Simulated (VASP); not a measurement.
# InP (F-43m) in VASP: a series of runs

Aim: see how the results for InP move with the level of theory and the settings. Levels: PBE, r2SCAN, PBEsol, LDA. Tasks: single point, relaxation of cell and atoms.

Program: VASP 6.6.1. These are calculated values, not measurements. Logs are shortened: lines on timing, memory, paths and dates and some standing lists are left out, and cuts for length are marked.

## (1) The cell of the first run

The structure is cubic, space group F-43m (No. 216). The conventional cell has a = 5.958 Å, b = 5.958 Å, c = 5.958 Å, α = 90.00°, β = 90.00°, γ = 90.00°. In (site symmetry -43m) has 4 P at 2.58 Å within 3.4 Å. P (site symmetry -43m) has 4 In at 2.58 Å within 3.4 Å.

## (2) Single point, PBE

INCAR reads:

```
PREC = Accurate ; ENCUT = 520
EDIFF = 1E-6 ; ISMEAR = -1
SIGMA = 0.02 ; LREAL = F
LASPH = T ; NELM = 100
ALGO = Normal ; ISIF = 2
LWAVE = F ; LCHARG = F
GGA = PE ; NBANDS = 16
```

KPOINTS reads:

```
regular mesh
0
Gamma
  8 8 8
```

POSCAR reads:

```
InP
1.0
    0.0000000000      2.9791929059      2.9791929059
    2.9791929059      0.0000000000      2.9791929059
    2.9791929059      2.9791929059      0.0000000000
In P
1 1
Direct
    0.0000000000      0.0000000000      0.0000000000
    0.2500000000      0.2500000000      0.2500000000
```

Potentials or basis: VASP PAW PBE potentials, release 64 (In_d, P).

Launch:

```sh
cat potpaw_PBE.64/In_d/POTCAR potpaw_PBE.64/P/POTCAR > POTCAR
mpirun -np 1 vasp_std > vasp.out
```

OUTCAR:

```text
PREC = Accurate
   ENCUT = 520
   EDIFF = 1E-6
   ISMEAR = -1
   LREAL = F
   LASPH = T
   NELM = 100
   ISIF = 2
   GGA = PE

 ion  position               nearest neighbor table
   1  0.000  0.000  0.000-   2 2.58   2 2.58   2 2.58   2 2.58
   2  0.250  0.250  0.250-   1 2.58   1 2.58   1 2.58   1 2.58

  LATTYP: Found a face centered cubic cell.
 ALAT       =     5.9583858118

  Lattice vectors:

 A1 = (   0.0000000000,   2.9791929059,   2.9791929059)
 A2 = (   2.9791929059,   0.0000000000,   2.9791929059)
 A3 = (   2.9791929059,   2.9791929059,   0.0000000000)

Analysis of symmetry for initial positions (statically):
=====================================================================
 Subroutine PRICEL returns:
 Original cell was already a primitive cell.

 Routine SETGRP: Setting up the symmetry group for a
 face centered cubic supercell.

 Subroutine GETGRP returns: Found 24 space group operations
 (whereof 24 operations were pure point group operations)
 out of a pool of 48 trial point group operations.

The static configuration has the point symmetry T_d .

Analysis of symmetry for dynamics (positions and initial velocities):
=====================================================================
 Subroutine PRICEL returns:
 Original cell was already a primitive cell.

 Routine SETGRP: Setting up the symmetry group for a
 face centered cubic supercell.

 Subroutine GETGRP returns: Found 24 space group operations
 (whereof 24 operations were pure point group operations)
 out of a pool of 48 trial point group operations.

The dynamic configuration has the point symmetry T_d .

 Subroutine INISYM returns: Found 24 space group operations
 (whereof 24 operations are pure point group operations),
 and found     1 'primitive' translations

----------------------------------------------------------------------------------------

                                     Primitive cell

  volume of cell :      52.8842

  direct lattice vectors                    reciprocal lattice vectors
     0.000000000  2.979192906  2.979192906    -0.167830690  0.167830690  0.167830690
     2.979192906  0.000000000  2.979192906     0.167830690 -0.167830690  0.167830690
     2.979192906  2.979192906  0.000000000     0.167830690  0.167830690 -0.167830690

  length of vectors
     4.213215012  4.213215012  4.213215012     0.290691282  0.290691282  0.290691282

  position of ions in fractional coordinates (direct lattice)
     0.000000000  0.000000000  0.000000000
     0.250000000  0.250000000  0.250000000

  ion indices of the primitive-cell ions
   primitive index   ion index
                 1           1
                 2           2

----------------------------------------------------------------------------------------

 KPOINTS: regular mesh

Automatic generation of k-mesh.
 Grid dimensions read from file:
 generate k-points for:    8    8    8

 Generating k-lattice:

  Cartesian coordinates                     Fractional coordinates (reciprocal lattice)
    -0.020978836  0.020978836  0.020978836     0.125000000  0.000000000  0.000000000
     0.020978836 -0.020978836  0.020978836     0.000000000  0.125000000  0.000000000
     0.020978836  0.020978836 -0.020978836     0.000000000  0.000000000  0.125000000

  Length of vectors
     0.036336410  0.036336410  0.036336410

  Shift w.r.t. Gamma in fractional coordinates (k-lattice)
     0.000000000  0.000000000  0.000000000

 Subroutine IBZKPT returns following result:
 ===========================================

 Found     29 irreducible k-points:

 Following reciprocal coordinates:
            Coordinates               Weight
  0.000000  0.000000  0.000000      1.000000
  0.125000  0.000000  0.000000      8.000000
  0.250000  0.000000  0.000000      8.000000
  0.375000  0.000000  0.000000      8.000000
  0.500000  0.000000  0.000000      4.000000
  0.125000  0.125000  0.000000      6.000000
[... 16 lines left out ...]
  0.500000  0.250000  0.125000     48.000000
 -0.375000  0.250000  0.125000     24.000000
 [... further k-points ...]
   k-points           NKPTS =     29   k-points in BZ     NKDIM =     29   number of bands    NBANDS=     16
   number of dos      NEDOS =    301   number of ions     NIONS =      2
   total plane-waves  NPLWV =  32768
   dimension x,y,z NGX =    32 NGY =   32 NGZ =   32
   dimension x,y,z NGXF=    64 NGYF=   64 NGZF=   64
   ions per type =               1   1
   NGX,Y,Z   is equivalent  to a cutoff of  12.63, 12.63, 12.63 a.u.
   NGXF,Y,Z  is equivalent  to a cutoff of  25.25, 25.25, 25.25 a.u.
 SYSTEM =  unknown system
   PREC   = accura    normal or accurate (medium, high low for compatibility)
   ISTART =      0    job   : 0-new  1-cont  2-samecut
   ICHARG =      2    charge: 1-file 2-atom 10-const
   ISPIN  =      1    spin polarized calculation?
   LNONCOLLINEAR =      F non collinear calculations
   LSORBIT =      F    spin-orbit coupling
   LASPH  =      T    aspherical Exc in radial PAW
   ENCUT  =  520.0 eV  38.22 Ry    6.18 a.u.   7.83  7.83  7.83*2*pi/ulx,y,z
   NELM   =    100;   NELMIN=  2; NELMDL= -5     # of ELM steps
   EDIFF  = 0.1E-05   stopping-criterion for ELM
   LREAL  =      F    real-space projection
   EDIFFG = 0.1E-04   stopping-criterion for IOM
   NSW    =      0    number of steps for IOM
   IBRION =     -1    ionic relax: 0-MD 1-quasi-New 2-CG
   NFREE  =      0    steps in history (QN), initial steepest desc. (CG)
   ISIF   =      2    stress and relaxation
   ISYM   =      2    0-nonsym 1-usesym 2-fastsym
   POTIM  = 0.5000    time-step for ionic-motion
   TEBEG  =    0.0;   TEEND  =   0.0 temperature during run
   PSTRESS=    0.0 pullay stress
   NELECT =      18.0000    total number of electrons
   NUPDOWN=      -1.0000    fix difference up-down
   EMIN   =  10.00;   EMAX   =-10.00  energy-range for DOS
   EFERMI =   0.00;   METHOD = LEGACY
   ISMEAR =    -1;   SIGMA  =   0.02  broadening in eV -4-tet -1-fermi 0-gaus
   EFERMI_NEDOS =   21; number of points for ismear=-14 and -15
   IALGO  =     38    algorithm
   IMIX   =      4    mixing-type and parameters
     AMIX     =   0.40;   BMIX     =  1.00
     AMIX_MAG =   1.60;   BMIX_MAG =  1.00
  volume/ion in A,a.u.               =      26.44       178.44
  Fermi-wavevector in a.u.,A,eV,Ry     =   1.143028  2.160011 17.776203  1.306514
  Thomas-Fermi vector in A             =   2.279725
   LORBIT       =      0    0 simple, 1 ext, 2 COOP (PROOUT), +10 PAW based schemes
   GGA     = PE    functional components
   LHFCALC =     F    Hartree Fock is set to
   AEXX    =    0.0000 exact exchange contribution
   IVDW    =     0    specifies the selected vdW correction
   LEPSILON=     F    determine dielectric tensor
   LRPA    =     F    only Hartree local field effects (RPA)
 non-spin polarized calculation
  energy-cutoff  :      520.00
  volume of cell :       52.88
 maximum number of plane-waves:      1436
   NGX = 15   NGY = 15   NGZ = 15

 number of electron      18.0000005 magnetization

 Free energy of the ion-electron system (eV)
  ---------------------------------------------------
  ext. energy  EPLUGINS =         0.00000000
  ---------------------------------------------------
  free energy    TOTEN  =        -8.40618800 eV

  energy without entropy =       -8.40618795  energy(sigma->0) =       -8.40618797

 E-fermi :   4.8949     XC(G=0):  -9.0655

 val. band max:        4.6629981857   @ k =   0.0000   0.0000   0.0000
 cond. band min:       5.1048211521   @ k =   0.0000   0.0000   0.0000
 fundamental gap:      0.4418229663
 Fermi energy:         4.8949084802

 k-point     1 :       0.0000    0.0000    0.0000
  band No.  band energies     occupation
      1      -9.4339      2.00000
      2      -9.4339      2.00000
      3      -9.4339      2.00000
      4      -9.3052      2.00000
      5      -9.3052      2.00000
      6      -6.5273      2.00000
[... 8 lines left out ...]
     15      14.0325      0.00000
     16      14.0325      0.00000

 k-point     2 :       0.1250    0.0000    0.0000
  band No.  band energies     occupation
      1      -9.4491      2.00000
      2      -9.4277      2.00000
      3      -9.4276      2.00000
      4      -9.3051      2.00000
      5      -9.3051      2.00000
      6      -6.3627      2.00000
[... 8 lines left out ...]
     15      13.4246      0.00000
     16      13.7883      0.00000

 k-point     3 :       0.2500    0.0000    0.0000
  band No.  band energies     occupation
      1      -9.4842      2.00000
      2      -9.4143      2.00000
      3      -9.4143      2.00000
      4      -9.3029      2.00000
      5      -9.3029      2.00000
      6      -5.9040      2.00000
[... 8 lines left out ...]
     15      13.2051      0.00000
     16      13.6977      0.00000

 k-point     4 :       0.3750    0.0000    0.0000
  band No.  band energies     occupation
      1      -9.5178      2.00000
      2      -9.4041      2.00000
      3      -9.4041      2.00000
      4      -9.2972      2.00000
      5      -9.2972      2.00000
      6      -5.2981      2.00000
[... 8 lines left out ...]
     15      14.0877      0.00000
     16      14.0877      0.00000

 k-point     5 :       0.5000    0.0000    0.0000
  band No.  band energies     occupation
      1      -9.5312      2.00000
      2      -9.4010      2.00000
      3      -9.4010      2.00000
      4      -9.2937      2.00000
      5      -9.2937      2.00000
      6      -4.9611      2.00000
[... 8 lines left out ...]
     15      15.1844      0.00000
     16      15.1844      0.00000

 k-point     6 :       0.1250    0.1250    0.0000
  band No.  band energies     occupation
      1      -9.4607      2.00000
      2      -9.4215      2.00000
      3      -9.4215      2.00000
      4      -9.3101      2.00000
      5      -9.3009      2.00000
      6      -6.3081      2.00000
[... 8 lines left out ...]
     15      14.1693      0.00000
     16      14.1765      0.00000

 k-point     7 :       0.2500    0.1250    0.0000
  band No.  band energies     occupation
      1      -9.4896      2.00000
      2      -9.4100      2.00000
      3      -9.4074      2.00000
      4      -9.3135      2.00000
      5      -9.2966      2.00000
      6      -5.9466      2.00000
[... 8 lines left out ...]
     15      14.0656      0.00000
     16      14.8878      0.00000

 k-point     8 :       0.3750    0.1250    0.0000
  band No.  band energies     occupation
      1      -9.5187      2.00000
      2      -9.4013      2.00000
      3      -9.3958      2.00000
      4      -9.3105      2.00000
      5      -9.2923      2.00000
      6      -5.3755      2.00000
[... 8 lines left out ...]
     15      14.5381      0.00000
     16      14.6368      0.00000

 k-point     9 :       0.5000    0.1250    0.0000
  band No.  band energies     occupation
      1      -9.5347      2.00000
      2      -9.3977      2.00000
      3      -9.3921      2.00000
      4      -9.3024      2.00000
      5      -9.2922      2.00000
      6      -4.8978      2.00000
[... 8 lines left out ...]
     15      15.0930      0.00000
     16      15.2116      0.00000
[... 172 lines left out ...]
 k-point    19 :       0.5000    0.3750    0.0000
  band No.  band energies     occupation
      1      -9.5780      2.00000
      2      -9.3586      2.00000
      3      -9.3528      2.00000
      4      -9.3382      2.00000
      5      -9.2798      2.00000
      6      -4.4839      2.00000
[... 8 lines left out ...]
     15      15.4460      0.00000
     16      16.4092      0.00000

 k-point    20 :      -0.3750    0.3750    0.0000
  band No.  band energies     occupation
      1      -9.5656      2.00000
      2      -9.3721      2.00000
      3      -9.3584      2.00000
      4      -9.3267      2.00000
      5      -9.2879      2.00000
      6      -4.3785      2.00000
[... 8 lines left out ...]
     15      14.4514      0.00000
     16      17.2522      0.00000

 k-point    21 :       0.5000    0.5000    0.0000
  band No.  band energies     occupation
      1      -9.5898      2.00000
      2      -9.3466      2.00000
      3      -9.3461      2.00000
      4      -9.3461      2.00000
      5      -9.2757      2.00000
      6      -4.3627      2.00000
[... 8 lines left out ...]
     15      15.3934      0.00000
     16      16.3212      0.00000

 k-point    22 :       0.3750    0.2500    0.1250
  band No.  band energies     occupation
      1      -9.5166      2.00000
      2      -9.3980      2.00000
      3      -9.3926      2.00000
      4      -9.3174      2.00000
      5      -9.2924      2.00000
      6      -5.5228      2.00000
[... 8 lines left out ...]
     15      14.7176      0.00000
     16      16.0537      0.00000

 k-point    23 :       0.5000    0.2500    0.1250
  band No.  band energies     occupation
      1      -9.5366      2.00000
      2      -9.3934      2.00000
      3      -9.3804      2.00000
      4      -9.3142      2.00000
      5      -9.2920      2.00000
      6      -4.9706      2.00000
[... 8 lines left out ...]
     15      15.2878      0.00000
     16      15.9274      0.00000

 k-point    24 :      -0.3750    0.2500    0.1250
  band No.  band energies     occupation
      1      -9.5439      2.00000
      2      -9.3929      2.00000
      3      -9.3761      2.00000
      4      -9.3093      2.00000
      5      -9.2941      2.00000
      6      -4.6709      2.00000
[... 8 lines left out ...]
     15      15.2334      0.00000
     16      15.8054      0.00000

 [... further k-points ...]
[... 5 lines left out ...]
  --------------------------------------------------------------------------------------
  -------------------------------------------------------------------------------------
  Total       -0.0093135     -0.0093135     -0.0093135     -0.0000000      0.0000000     -0.0000000
  in kB       -0.2821617     -0.2821617     -0.2821617     -0.0000000      0.0000000     -0.0000000
  external PRESSURE =      -0.2821617 kB  Pullay stress =       0.0000000 kB

 VOLUME and BASIS-vectors are now :
 -----------------------------------------------------------------------------
  energy-cutoff  :      520.00
  volume of cell :       52.88
      direct lattice vectors                 reciprocal lattice vectors
     0.000000000  2.979192906  2.979192906    -0.167830690  0.167830690  0.167830690
     2.979192906  0.000000000  2.979192906     0.167830690 -0.167830690  0.167830690
     2.979192906  2.979192906  0.000000000     0.167830690  0.167830690 -0.167830690

 POSITION                                       TOTAL-FORCE (eV/Angst)
 -----------------------------------------------------------------------------------
      0.00000      0.00000      0.00000         0.000000      0.000000      0.000000
      1.48960      1.48960      1.48960        -0.000000     -0.000000     -0.000000
 -----------------------------------------------------------------------------------
    total drift:                               -0.000000     -0.000000     -0.000000

  FREE ENERGIE OF THE ION-ELECTRON SYSTEM (eV)
  ---------------------------------------------------
  free  energy   TOTEN  =        -8.4061879972 eV

  energy  without entropy=       -8.4061879451  energy(sigma->0) =       -8.40618797
```

It took 23 s on 1 thread of Intel Xeon 6975P-C, shared host; peak memory 0.18 GiB.

What came out:

```yaml
Free_energy: -8.4062 eV
Pressure: 0.0 GPa
Band_gap_on_the_k_mesh: 0.44 eV, direct
```

Caveat: spin-orbit coupling is left out, which moves the levels of the heavy elements. A hybrid or GW would open this gap; PBE tends to underestimate it.

## (3) Single point, r2SCAN

This run uses another cell than the first one, of 25.77 Å³/atom, 0.975 times its volume.

POSCAR reads:

```
InP
1.0
    0.0000000000      2.9537876370      2.9537876370
    2.9537876370      0.0000000000      2.9537876370
    2.9537876370      2.9537876370      0.0000000000
In P
1 1
Direct
    0.0000000000      0.0000000000      0.0000000000
    0.2500000000      0.2500000000      0.2500000000
```

INCAR.step1 reads:

```
SYSTEM = InP
PREC     = Accurate       ! precision mode
ENCUT    = 520            ! plane-wave cutoff, eV
ISMEAR   = 0              ! smearing method
SIGMA    = 0.01           ! smearing width, eV
LREAL    = .FALSE.        ! projectors in reciprocal space
LASPH    = .TRUE.         ! aspherical terms in the spheres
NELM     = 80             ! most SCF steps
NBANDS   = 16             ! bands
GGA      = PE             ! functional
ALGO     = Normal         ! electronic algorithm
EDIFF    = 1E-4           ! SCF threshold, eV
LWAVE    = .TRUE.         ! write WAVECAR
LCHARG   = .FALSE.        ! write CHGCAR
```

INCAR.step2 reads:

```
SYSTEM = InP
PREC     = Accurate       ! precision mode
ENCUT    = 520            ! plane-wave cutoff, eV
EDIFF    = 1E-6           ! SCF threshold, eV
ISMEAR   = 0              ! smearing method
SIGMA    = 0.01           ! smearing width, eV
LREAL    = .FALSE.        ! projectors in reciprocal space
LASPH    = .TRUE.         ! aspherical terms in the spheres
NELM     = 80             ! most SCF steps
ALGO     = Normal         ! electronic algorithm
ISIF     = 2              ! what is computed and relaxed
LWAVE    = .FALSE.        ! write WAVECAR
LCHARG   = .TRUE.         ! write CHGCAR
METAGGA  = R2SCAN         ! meta-GGA
LMIXTAU  = .TRUE.       
LELF     = .TRUE.         ! ELF
LVHAR    = .TRUE.       
NBANDS   = 16             ! bands
ISTART   = 1
```

KPOINTS reads:

```
Automatic mesh
0
G
  8 8 8
  0 0 0
```

Potentials or basis: VASP PAW PBE potentials, release 64 (In_d, P).

Launch:

```sh
cat potpaw_PBE.64/In_d/POTCAR potpaw_PBE.64/P/POTCAR > POTCAR
cp INCAR.step1 INCAR
mpirun -np 1 vasp_std > vasp.out
cp INCAR.step2 INCAR
mpirun -np 1 vasp_std > vasp.out
```

It took 85 s on 1 thread of Intel Xeon 6975P-C, shared host; peak memory 0.19 GiB.

Results (log left out):

- Free energy: -32.2973 eV
- Pressure: -0.1 GPa
- Band gap on the k mesh: 1.03 eV, direct

Levels at points of the mesh, in eV from the valence-band top:
| k point | band 5 | band 6 | band 7 | band 8 | band 9 | band 10 | band 11 | band 12 | band 13 | band 14 |
| --- | --- | --- | --- | --- | --- | --- | --- | --- | --- | --- |
| (0.00, 0.00, 0.00) | -14.45 | -11.84 | 0.00 | 0.00 | 0.00 | 1.03 | 4.44 | 4.44 | 4.44 | 9.00 |
| (0.50, 0.00, 0.00) | -14.43 | -10.11 | -5.75 | -0.97 | -0.97 | 1.80 | 5.16 | 5.16 | 7.50 | 9.97 |
| (0.50, 0.50, 0.00) | -14.41 | -9.46 | -5.77 | -2.33 | -2.33 | 2.04 | 2.55 | 9.73 | 10.15 | 10.15 |

Caveat: the PAW data sets were made with another functional, which shifts forces and pressure a little; spin-orbit coupling is left out, which moves the levels of the heavy elements. r2SCAN opens gaps a little over a GGA but as a rule still falls short of measured ones.

(Continued in part 2 of 2.)
